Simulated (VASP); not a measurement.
Here is a VASP 6.6.1 calculation.

File INCAR:

```
  ALGO = Normal
  EDIFF = 1E-6
  ENCUT = 520
  GGA = PE
  ISIF = 2
  ISMEAR = 0
  LASPH = True
  LCHARG = False
  LREAL = False
  LWAVE = False
  NBANDS = 21
  NELM = 100
  PREC = Accurate
  SIGMA = 0.1
```

The input KPOINTS:

```
k-points
0
Gamma
  12 12 12
```

Contents of POSCAR:

```
SiC5
1.0
    2.3251327572      1.3424160233      4.4582112854
   -2.3251327572      1.3424160233      4.4582112854
    0.0000000000     -2.6848320466      4.4582112854
Si C
1 5
Direct
    0.0000000000      0.0000000000      0.0000000000
    0.3798012307      0.6201987693      0.0000000000
    0.3333727996      0.3333727996      0.3333727996
    0.0000000000      0.3798012307      0.6201987693
    0.6666272004      0.6666272004      0.6666272004
    0.6201987693      0.0000000000      0.3798012307
```

Potentials or basis: VASP PAW PBE potentials, release 64 (Si, C).

Launch:

```console
$ cat potpaw_PBE.64/Si/POTCAR potpaw_PBE.64/C/POTCAR > POTCAR
$ mpirun -np 1 vasp_std > vasp.out
```

Task: Predict the largest force.

Result: 0.029 eV/Å.

Task: Predict the pressure.

Result: 0.2 GPa.

Forces on the atoms (eV/Å):
```
Si   0.000  0.000  0.000
C   -0.029  0.000  0.000
C    0.000  0.000 -0.002
C    0.014 -0.025  0.000
C    0.000  0.000  0.002
C    0.014  0.025  0.000
```
